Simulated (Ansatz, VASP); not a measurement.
# Two plane-wave programs on AlGaN2

```
CELL_PARAMETERS angstrom
3.13853 0.00000 0.00000
0.00000 3.13853 0.00000
0.00000 0.00000 8.84471
ATOMIC_POSITIONS crystal
Al 0.50000 0.50000 0.25000
Al 0.50000 0.50000 0.75000
Ga 0.00000 0.00000 0.99529
Ga 0.00000 0.00000 0.50471
N 0.50000 0.00000 0.34834
N 0.50000 0.00000 0.89074
N 0.00000 0.50000 0.15166
N 0.00000 0.50000 0.60926
```

Change from the starting cell: mode 23 (742.2 1/cm) frozen in, largest displacement +0.188 Å.

Alike in both runs: task single point; functional r2SCAN; k mesh 8 × 8 × 4; occupations gaussian, width 0.05 eV; no spin polarisation.

```csv
,VASP,Ansatz
version,VASP 6.6.1,Ansatz 0.2.0
potentials or method,"VASP PAW PBE potentials, release 64 (Al, Ga_d, N), cutoff 520 eV","scalar-relativistic, plane waves, PAW"
valence electrons in the cell,52,52
```

```tsv
	VASP	Ansatz	Ansatz less VASP
gap on the k mesh at the Fermi level (eV)	1.76	1.77	+0.011
least direct gap on the mesh (eV)	1.76	1.77	+0.011
pressure (GPa)	6.7	6.2	-0.43
traceless stress, the component that is largest in VASP (GPa)	-8.29	-8.25	+0.043
rms of the force components (eV/Å)	2.662	2.627	-0.0346
```

VASP's potentials were made for PBE, not for r2SCAN. Atom by atom the forces differ by 0.049 eV/Å (rms over components).
